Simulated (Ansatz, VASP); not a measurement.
**One calculation of BeTe, two programs**

The input POSCAR:

```
BeTe
1.0
    0.0000000000      2.6619423000      2.6619423000
    2.6619423000      0.0000000000      2.6619423000
    2.6619423000      2.6619423000      0.0000000000
Be Te
1 1
Direct
    0.0000000000      0.0000000000      0.0000000000
    0.7500000000      0.7500000000      0.7500000000
```

INCAR.step1

```
SYSTEM = BeTe
ALGO = Normal
EDIFF = 1E-5
ENCUT = 660
GGA = PE
GGA_COMPAT = .FALSE.
ISMEAR = 0
LASPH = .TRUE.
LCHARG = .FALSE.
LREAL = .FALSE.
LWAVE = .TRUE.
NBANDS = 11
NELM = 120
PREC = Accurate
SIGMA = 0.02
```

Contents of INCAR.step2:

```
SYSTEM = BeTe
ALGO = Normal
EDIFF = 1E-6
ENCUT = 660
GGA_COMPAT = .FALSE.
ISIF = 2
ISMEAR = 0
ISTART = 1
LASPH = .TRUE.
LCHARG = .FALSE.
LMIXTAU = .TRUE.
LREAL = .FALSE.
LWAVE = .FALSE.
METAGGA = R2SCAN
NBANDS = 11
NELM = 120
PREC = Accurate
SIGMA = 0.02
```

Contents of KPOINTS:

```
k-points
0
G
  8 8 8
  0 0 0
```

Input for Ansatz:

```yaml
crystal:
  lattice:
    - [0.0, 2.6619423, 2.6619423]
    - [2.6619423, 0.0, 2.6619423]
    - [2.6619423, 2.6619423, 0.0]
  atoms:
    - { symbol: Be, position: [0.0, 0.0, 0.0] }
    - { symbol: Te, position: [0.75, 0.75, 0.75] }
basis:
  ecutwfc: 500
kpoints:
  mp_grid: { grid: [8, 8, 8] }
hamiltonian:
  xc: r2scan
scf:
  occupations: { method: gaussian, width: 0.02 }
output:
  forces: true
  stress: true
  eigenvalues: true
```

Alike in both runs: task single point; functional r2SCAN; k mesh 8 × 8 × 8; occupations gaussian, width 0.02 eV; no spin polarisation.

|  | VASP | Ansatz |
| --- | --- | --- |
| version | VASP 6.6.1 | Ansatz 0.2.0 |
| potentials or method | VASP PAW PBE potentials, release 64 (Be, Te), cutoff 660 eV | scalar-relativistic, plane waves, PAW |
| valence electrons in the cell | 8 | 18 |

|  | VASP | Ansatz | Ansatz less VASP |
| --- | --- | --- | --- |
| gap on the k mesh at the Fermi level (eV) | 1.85 | 1.87 | +0.017 |
| least direct gap on the mesh (eV) | 3.78 | 3.80 | +0.025 |
| pressure (GPa) | 15.8 | 15.4 | -0.34 |

VASP's potentials were made for PBE, not for r2SCAN. VASP's potentials hold 8 valence electrons a cell and Ansatz's 18, so a difference there can come from the potentials and not from the codes.

Spin-orbit coupling is off throughout.
